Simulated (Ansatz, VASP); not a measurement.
YN: VASP beside Ansatz

```
Y N
1.0
     0.00000    2.43465    2.43465
     2.43465    0.00000    2.43465
     2.43465    2.43465    0.00000
Y N
1 1
Direct
  0.00000 0.00000 0.00000
  0.50000 0.50000 0.50000
```

Alike in both runs: functional PBE; dispersion D3(BJ); k mesh 12 × 12 × 12; occupations gaussian, width 0.01 eV; no spin polarisation.

Ansatz relaxed the structure, and its values are those at the end. VASP's run is a single point on that final structure, the one shown.

```csv
,VASP,Ansatz
version,VASP 6.6.1,Ansatz 0.2.0
potentials or method,"VASP PAW PBE potentials, release 64 (Y_sv, N), cutoff 600 eV","scalar-relativistic, plane waves, PAW"
valence electrons in the cell,16,16
```

Ansatz gave:

* gap on the k mesh at the Fermi level (eV): 0.17
* least direct gap on the mesh (eV): 0.55
* pressure (GPa): 0.0

Question: Estimate VASP's values.

Answer: gap on the k mesh at the Fermi level (eV): 0.17; least direct gap on the mesh (eV): 0.55; pressure (GPa): -0.3.
